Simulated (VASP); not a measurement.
# Y (Pm-3m) in VASP: further runs

Runs on Y. Level: r2SCAN. Tasks: single point, relaxation of cell and atoms.

All numbers are computed with VASP 6.6.1; they aren't measurements. Logs are shortened: lines on timing, memory, paths and dates and some standing lists are left out, and cuts for length are marked.

## 1. The cell of the first run

Symmetry: Pm-3m, No. 221, cubic system. The conventional cell has a = 3.276 Å, b = 3.276 Å, c = 3.276 Å, α = 90.00°, β = 90.00°, γ = 90.00°. Within 4.3 Å of Y (site symmetry m-3m) lie 6 Y at 3.28 Å.

## 2. Single point, r2SCAN

The input, POSCAR:

```
Y
1.0
    3.2757018371      0.0000000000      0.0000000000
    0.0000000000      3.2757018371      0.0000000000
    0.0000000000      0.0000000000      3.2757018371
Y
1
Direct
    0.0000000000      0.0000000000      0.0000000000
```

The input, INCAR.step1:

```
SYSTEM = Y
PREC = Accurate
ENCUT = 520
ISMEAR = 0
SIGMA = 0.1
LREAL = .FALSE.
LASPH = .TRUE.
NELM = 60
NBANDS = 12
GGA = PE
ALGO = Normal
EDIFF = 1E-4
LWAVE = .TRUE.
LCHARG = .FALSE.
```

The input, INCAR.step2:

```
SYSTEM = Y
PREC = Accurate
ENCUT = 520
EDIFF = 1E-6
ISMEAR = 0
SIGMA = 0.1
LREAL = .FALSE.
LASPH = .TRUE.
NELM = 60
ALGO = Normal
ISIF = 2
LWAVE = .FALSE.
LCHARG = .FALSE.
METAGGA = R2SCAN
LMIXTAU = .TRUE.
NBANDS = 12
ISTART = 1
```

The input, KPOINTS:

```
Automatic mesh
0
G
  6 6 6
  0 0 0
```

Potentials or basis: VASP PAW PBE potentials, release 64 (Y_sv).

The run is started by

```console
$ cat potpaw_PBE.64/Y_sv/POTCAR > POTCAR
$ cp INCAR.step1 INCAR
$ mpirun -np 1 vasp_std > vasp.out
$ cp INCAR.step2 INCAR
$ mpirun -np 1 vasp_std > vasp.out
```

OUTCAR:

```text
SYSTEM = Y
   PREC = Accurate
   ENCUT = 520
   EDIFF = 1E-6
   ISMEAR = 0
   LREAL = .FALSE.
   LASPH = .TRUE.
   NELM = 60
   ISIF = 2
   METAGGA = R2SCAN
   ISTART = 1

 ion  position               nearest neighbor table
   1  0.000  0.000  0.000-

  LATTYP: Found a simple cubic cell.
 ALAT       =     3.2757018371

  Lattice vectors:

 A1 = (   3.2757018371,   0.0000000000,   0.0000000000)
 A2 = (   0.0000000000,   3.2757018371,   0.0000000000)
 A3 = (   0.0000000000,   0.0000000000,   3.2757018371)

Analysis of symmetry for initial positions (statically):
=====================================================================
 Subroutine PRICEL returns:
 Original cell was already a primitive cell.

 Routine SETGRP: Setting up the symmetry group for a
 simple cubic supercell.

 Subroutine GETGRP returns: Found 48 space group operations
 (whereof 48 operations were pure point group operations)
 out of a pool of 48 trial point group operations.

The static configuration has the point symmetry O_h .

Analysis of symmetry for dynamics (positions and initial velocities):
=====================================================================
 Subroutine PRICEL returns:
 Original cell was already a primitive cell.

 Routine SETGRP: Setting up the symmetry group for a
 simple cubic supercell.

 Subroutine GETGRP returns: Found 48 space group operations
 (whereof 48 operations were pure point group operations)
 out of a pool of 48 trial point group operations.

The dynamic configuration has the point symmetry O_h .

 Subroutine INISYM returns: Found 48 space group operations
 (whereof 48 operations are pure point group operations),
 and found     1 'primitive' translations

----------------------------------------------------------------------------------------

                                     Primitive cell

  volume of cell :      35.1490

  direct lattice vectors                    reciprocal lattice vectors
     3.275701837  0.000000000  0.000000000     0.305278090  0.000000000  0.000000000
     0.000000000  3.275701837  0.000000000     0.000000000  0.305278090  0.000000000
     0.000000000  0.000000000  3.275701837     0.000000000  0.000000000  0.305278090

  length of vectors
     3.275701837  3.275701837  3.275701837     0.305278090  0.305278090  0.305278090

  position of ions in fractional coordinates (direct lattice)
     0.000000000  0.000000000  0.000000000

  ion indices of the primitive-cell ions
   primitive index   ion index
                 1           1

----------------------------------------------------------------------------------------

 KPOINTS: Automatic mesh

Automatic generation of k-mesh.
 Grid dimensions read from file:
 generate k-points for:    6    6    6

 Generating k-lattice:

  Cartesian coordinates                     Fractional coordinates (reciprocal lattice)
     0.050879682  0.000000000  0.000000000     0.166666667  0.000000000  0.000000000
     0.000000000  0.050879682  0.000000000     0.000000000  0.166666667  0.000000000
     0.000000000  0.000000000  0.050879682     0.000000000  0.000000000  0.166666667

  Length of vectors
     0.050879682  0.050879682  0.050879682

  Shift w.r.t. Gamma in fractional coordinates (k-lattice)
     0.000000000  0.000000000  0.000000000

 Subroutine IBZKPT returns following result:
 ===========================================

 Found     20 irreducible k-points:

 Following reciprocal coordinates:
            Coordinates               Weight
  0.000000  0.000000  0.000000      1.000000
  0.166667  0.000000  0.000000      6.000000
  0.333333  0.000000  0.000000      6.000000
  0.500000  0.000000  0.000000      3.000000
  0.166667  0.166667  0.000000     12.000000
  0.333333  0.166667  0.000000     24.000000
[... 12 lines left out ...]
  0.500000  0.500000  0.333333      6.000000
  0.500000  0.500000  0.500000      1.000000
   k-points           NKPTS =     20   k-points in BZ     NKDIM =     20   number of bands    NBANDS=     12
   number of dos      NEDOS =    301   number of ions     NIONS =      1
   total plane-waves  NPLWV =  13824
   dimension x,y,z NGX =    24 NGY =   24 NGZ =   24
   dimension x,y,z NGXF=    48 NGYF=   48 NGZF=   48
   ions per type =               1
   NGX,Y,Z   is equivalent  to a cutoff of  12.18, 12.18, 12.18 a.u.
   NGXF,Y,Z  is equivalent  to a cutoff of  24.36, 24.36, 24.36 a.u.
 SYSTEM =  Y
   PREC   = accura    normal or accurate (medium, high low for compatibility)
   ISTART =      1    job   : 0-new  1-cont  2-samecut
   ICHARG =      0    charge: 1-file 2-atom 10-const
   ISPIN  =      1    spin polarized calculation?
   LNONCOLLINEAR =      F non collinear calculations
   LSORBIT =      F    spin-orbit coupling
   LASPH  =      T    aspherical Exc in radial PAW
   ENCUT  =  520.0 eV  38.22 Ry    6.18 a.u.   6.09  6.09  6.09*2*pi/ulx,y,z
   NELM   =     60;   NELMIN=  2; NELMDL=  0     # of ELM steps
   EDIFF  = 0.1E-05   stopping-criterion for ELM
   LREAL  =      F    real-space projection
   EDIFFG = 0.1E-04   stopping-criterion for IOM
   NSW    =      0    number of steps for IOM
   IBRION =     -1    ionic relax: 0-MD 1-quasi-New 2-CG
   NFREE  =      0    steps in history (QN), initial steepest desc. (CG)
   ISIF   =      2    stress and relaxation
   ISYM   =      2    0-nonsym 1-usesym 2-fastsym
   POTIM  = 0.5000    time-step for ionic-motion
   TEBEG  =    0.0;   TEEND  =   0.0 temperature during run
   PSTRESS=    0.0 pullay stress
   NELECT =      11.0000    total number of electrons
   NUPDOWN=      -1.0000    fix difference up-down
   EMIN   =  10.00;   EMAX   =-10.00  energy-range for DOS
   EFERMI =   0.00;   METHOD = LEGACY
   ISMEAR =     0;   SIGMA  =   0.10  broadening in eV -4-tet -1-fermi 0-gaus
   EFERMI_NEDOS =   21; number of points for ismear=-14 and -15
   IALGO  =     38    algorithm
   IMIX   =      4    mixing-type and parameters
     AMIX     =   0.40;   BMIX     =  1.00
     AMIX_MAG =   1.60;   BMIX_MAG =  1.00
  volume/ion in A,a.u.               =      35.15       237.20
  Fermi-wavevector in a.u.,A,eV,Ry     =   1.111479  2.100391 16.808449  1.235386
  Thomas-Fermi vector in A             =   2.248043
   LORBIT       =      0    0 simple, 1 ext, 2 COOP (PROOUT), +10 PAW based schemes
   METAGGA = R2SCAN    functional components
   LHFCALC =     F    Hartree Fock is set to
   AEXX    =    0.0000 exact exchange contribution
   IVDW    =     0    specifies the selected vdW correction
   LEPSILON=     F    determine dielectric tensor
   LRPA    =     F    only Hartree local field effects (RPA)
 non-spin polarized calculation
 Gauss-broadening in eV      SIGMA  =   0.10
  energy-cutoff  :      520.00
  volume of cell :       35.15
 maximum number of plane-waves:       968
   NGX = 13   NGY = 13   NGZ = 13

 number of electron      10.9999998 magnetization

 Free energy of the ion-electron system (eV)
  ---------------------------------------------------
  ext. energy  EPLUGINS =         0.00000000
  ---------------------------------------------------
  free energy    TOTEN  =       -19.43409760 eV

  energy without entropy =      -19.42267224  energy(sigma->0) =      -19.42838492

 E-fermi :   2.8242     XC(G=0):  -9.7464

 val. band max:        2.8045041168   @ k =   0.5000   0.3333   0.3333
 cond. band min:       2.8639359591   @ k =   0.3333   0.1667   0.0000
 fundamental gap:      0.0594318423
 Fermi energy:         2.8241918934

 k-point     1 :       0.0000    0.0000    0.0000
  band No.  band energies     occupation
      1     -41.8794      2.00000
      2     -20.8791      2.00000
      3     -20.8791      2.00000
      4     -20.8791      2.00000
      5      -1.9569      2.00000
      6       2.2582      2.00000
      7       2.2582      2.00000
      8       8.1913      0.00000
      9       8.1913      0.00000
     10       8.1913      0.00000
     11      13.3116      0.00000
     12      13.3116      0.00000

 k-point     2 :       0.1667    0.0000    0.0000
  band No.  band energies     occupation
      1     -41.8626      2.00000
      2     -21.0609      2.00000
      3     -20.8634      2.00000
      4     -20.8634      2.00000
      5      -1.4222      2.00000
      6       2.4269      2.00000
      7       2.6644      1.97615
      8       7.3320      0.00000
      9       7.3320      0.00000
     10       8.2532      0.00000
     11      11.3884      0.00000
     12      14.4739      0.00000

 k-point     3 :       0.3333    0.0000    0.0000
  band No.  band energies     occupation
      1     -41.8287      2.00000
      2     -21.4083      2.00000
      3     -20.8319      2.00000
      4     -20.8319      2.00000
      5      -0.1091      2.00000
      6       2.8037      1.22847
      7       3.0624      0.00075
      8       6.1525      0.00000
      9       6.1525      0.00000
     10       8.3810      0.00000
     11      10.0222      0.00000
     12      14.0330      0.00000

 k-point     4 :       0.5000    0.0000    0.0000
  band No.  band energies     occupation
      1     -41.8116      2.00000
      2     -21.5747      2.00000
      3     -20.8160      2.00000
      4     -20.8160      2.00000
      5       1.0374      2.00000
      6       2.4723      2.00000
      7       3.0172      0.00635
      8       5.6907      0.00000
      9       5.6907      0.00000
     10       8.4471      0.00000
     11      10.5621      0.00000
     12      13.1066      0.00000

 k-point     5 :       0.1667    0.1667    0.0000
  band No.  band energies     occupation
      1     -41.8459      2.00000
      2     -21.0516      2.00000
      3     -21.0335      2.00000
      4     -20.8480      2.00000
      5      -0.9095      2.00000
      6       2.6824      1.95502
      7       3.0115      0.00809
      8       6.3428      0.00000
      9       7.2646      0.00000
     10       7.6166      0.00000
     11      12.2950      0.00000
     12      12.4951      0.00000
[... 168 lines left out ...]
      1     -41.7312      2.00000
      2     -21.2879      2.00000
      3     -21.2660      2.00000
      4     -21.2660      2.00000
      5       1.6755      2.00000
      6       3.2531      0.00000
      7       3.2531      0.00000
      8       6.3935      0.00000
      9       6.3935      0.00000
     10       7.0363      0.00000
     11      11.3834      0.00000
     12      13.7818      0.00000

 k-point    18 :       0.5000    0.3333    0.3333
  band No.  band energies     occupation
      1     -41.7150      2.00000
      2     -21.4274      2.00000
      3     -21.2583      2.00000
      4     -21.2444      2.00000
      5       1.7952      2.00000
      6       2.8045      1.21932
      7       3.0792      0.00031
      8       6.4575      0.00000
      9       6.9153      0.00000
     10       9.5851      0.00000
     11      10.6554      0.00000
     12      10.9220      0.00000

 k-point    19 :       0.5000    0.5000    0.3333
  band No.  band energies     occupation
      1     -41.6989      2.00000
      2     -21.4034      2.00000
      3     -21.4034      2.00000
      4     -21.2300      2.00000
      5       1.7381      2.00000
      6       2.7039      1.91096
      7       2.7039      1.91096
      8       6.7558      0.00000
      9       9.5760      0.00000
     10       9.7375      0.00000
     11      10.2024      0.00000
     12      10.2024      0.00000

 k-point    20 :       0.5000    0.5000    0.5000
  band No.  band energies     occupation
      1     -41.6830      2.00000
      2     -21.3801      2.00000
      3     -21.3801      2.00000
      4     -21.3801      2.00000
      5       2.1797      2.00000
      6       2.1797      2.00000
      7       2.1797      2.00000
      8       8.4615      0.00000
      9       9.7795      0.00000
     10       9.7795      0.00000
     11      10.8885      0.00000
     12      10.8885      0.00000

------------------------ aborting loop because EDIFF is reached ----------------------------------------

  FORCE on cell =-STRESS in cart. coord.  units (eV):
  Direction    XX          YY          ZZ          XY          YZ          ZX
  --------------------------------------------------------------------------------------
  -------------------------------------------------------------------------------------
  Total       -0.1501134     -0.1501134     -0.1501134     -0.0000000      0.0000000     -0.0000000
  in kB       -6.8425350     -6.8425350     -6.8425350     -0.0000000      0.0000000     -0.0000000
  external PRESSURE =      -6.8425350 kB  Pullay stress =       0.0000000 kB

 VOLUME and BASIS-vectors are now :
 -----------------------------------------------------------------------------
  energy-cutoff  :      520.00
  volume of cell :       35.15
      direct lattice vectors                 reciprocal lattice vectors
     3.275701837  0.000000000  0.000000000     0.305278090  0.000000000  0.000000000
     0.000000000  3.275701837  0.000000000     0.000000000  0.305278090  0.000000000
     0.000000000  0.000000000  3.275701837     0.000000000  0.000000000  0.305278090

 POSITION                                       TOTAL-FORCE (eV/Angst)
 -----------------------------------------------------------------------------------
      0.00000      0.00000      0.00000         0.000000      0.000000      0.000000
 -----------------------------------------------------------------------------------
    total drift:                               -0.000000     -0.000000     -0.000000

  FREE ENERGIE OF THE ION-ELECTRON SYSTEM (eV)
  ---------------------------------------------------
  free  energy   TOTEN  =       -19.4340975991 eV

  energy  without entropy=      -19.4226722393  energy(sigma->0) =      -19.42838492
```

Wall time 28 s (1 thread of AMD EPYC 9R14 (Zen 4), shared host); peak memory 0.12 GiB.

What came out:

| Quantity | Value |
| --- | --- |
| Free energy | -19.4341 eV |
| Pressure | -0.7 GPa |

Caveat: the PAW data sets were made with another functional, which shifts forces and pressure a little.

(Continued in part 2 of 2.)
